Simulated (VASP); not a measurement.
A run of VASP 6.6.1:

File INCAR:

```
PREC     = Accurate       # precision mode
ENCUT    = 520            # plane-wave cutoff, eV
EDIFF    = 1E-6           # SCF threshold, eV
ISMEAR   = 0              # smearing method
SIGMA    = 0.15           # smearing width, eV
LREAL    = False          # projectors in reciprocal space
LASPH    = True           # aspherical terms in the spheres
NELM     = 100            # most SCF steps
ALGO     = Normal         # electronic algorithm
ISIF     = 2              # what is computed and relaxed
LWAVE    = False          # write WAVECAR
LCHARG   = False          # write CHGCAR
GGA      = CA             # functional
NBANDS   = 16             # bands
```

The input KPOINTS:

```
regular mesh
0
Gamma
  14 14 8
```

Contents of POSCAR:

```
InSb
1.0
    3.0082848040      0.0000000000      0.0000000000
    0.0000000000      3.0082848040      0.0000000000
    0.0000000000      0.0000000000      6.0325054265
In Sb
1 1
Direct
    0.0000000000      0.0000000000      0.0000000000
    0.0000000000      0.0000000000      0.5000000000
```

Potentials or basis: VASP PAW LDA potentials, release 64 (In_d, Sb).

The run is started by

```console
$ cat potpaw_LDA.64/In_d/POTCAR potpaw_LDA.64/Sb/POTCAR > POTCAR
$ mpirun -np 1 vasp_std > vasp.out
```

Hardware: 1 thread of AMD EPYC 9R45 96-Core Processor (Zen 5) (shared host).

Estimate the wall time of this run.

It took 57 s on 1 thread of AMD EPYC 9R45 96-Core Processor (Zen 5), with other jobs on the host, peak memory 0.24 GiB. Counts: scf iterations 10, k points 180.
